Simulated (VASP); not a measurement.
# NaI: single point with r2SCAN

Crystal: NaI.

```xyz
2
Lattice="0.0000 3.5074 3.5074 3.5074 0.0000 3.5074 3.5074 3.5074 0.0000" Properties=species:S:1:pos:R:3 pbc="T T T"
Na    0.0000    0.0000    0.0000
I     1.7537    1.7537    1.7537
```

This cell differs from its parent crystal: volume changed by -3%.

```yaml
Program: VASP 6.6.1
Task: single point
Functional: r2SCAN
Potentials_or_basis: VASP PAW PBE potentials, release 64 (Na_pv, I)
Cutoff: 520 eV
k_mesh: 6 × 6 × 6
Occupations: gaussian, width 0.01 eV
Spin: no spin polarisation
```

```yaml
Pressure: 0.3 GPa
Band_gap_on_the_k_mesh: 4.48 eV, direct
```

Levels at points of the mesh, in eV from the valence-band top:
| k point | band 3 | band 4 | band 5 | band 6 | band 7 | band 8 | band 9 | band 10 | band 11 | band 12 |
| --- | --- | --- | --- | --- | --- | --- | --- | --- | --- | --- |
| (0.00, 0.00, 0.00) | -22.83 | -10.78 | 0.00 | 0.00 | 0.00 | 4.48 | 8.62 | 8.62 | 8.62 | 10.33 |
| (0.50, 0.00, 0.00) | -22.83 | -10.63 | -1.28 | -0.14 | -0.14 | 6.15 | 8.27 | 8.27 | 8.29 | 11.46 |
| (0.50, 0.50, 0.00) | -22.83 | -10.58 | -1.17 | -0.42 | -0.42 | 5.55 | 6.87 | 10.04 | 11.39 | 11.39 |

Run time: 100 s on 1 thread of AMD EPYC 7R13 Processor (Zen 3), with other jobs on the host, peak memory 0.22 GiB.

Caveat: the PAW data sets were made with another functional, which shifts forces and pressure a little; spin-orbit coupling is left out, which moves the levels of the heavy elements.
